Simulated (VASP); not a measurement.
A run of VASP 6.6.1 is set up as follows.

The input INCAR:

```
PREC     = Accurate       # precision mode
ENCUT    = 520            # plane-wave cutoff, eV
EDIFF    = 1E-6           # SCF threshold, eV
ISMEAR   = 0              # smearing method
SIGMA    = 0.15           # smearing width, eV
LREAL    = False          # projectors in reciprocal space
LASPH    = True           # aspherical terms in the spheres
NELM     = 100            # most SCF steps
ALGO     = Fast           # electronic algorithm
ISIF     = 2              # what is computed and relaxed
LWAVE    = False          # write WAVECAR
LCHARG   = False          # write CHGCAR
GGA      = PS             # functional
NBANDS   = 10             # bands
```

File KPOINTS:

```
regular mesh
0
Gamma
  16 16 16
```

POSCAR

```
Na
1.0
   -2.1175000000      2.1175000000      2.1704375000
    2.1175000000     -2.1175000000      2.1704375000
    2.1175000000      2.1175000000     -2.1704375000
Na
1
Direct
    0.0000000000      0.0000000000      0.0000000000
```

Potentials or basis: VASP PAW PBE potentials, release 64 (Na_pv).

Command:

```console
$ cat potpaw_PBE.64/Na_pv/POTCAR > POTCAR
$ mpirun -np 1 vasp_std > vasp.out
```

Question: Predict the pressure.

Answer: -0.4 GPa.

Caveat: the cell differs from its parent crystal (strain +0.000 along x and y, +0.025 along z); the PAW data sets were made with another functional, which shifts forces and pressure a little.
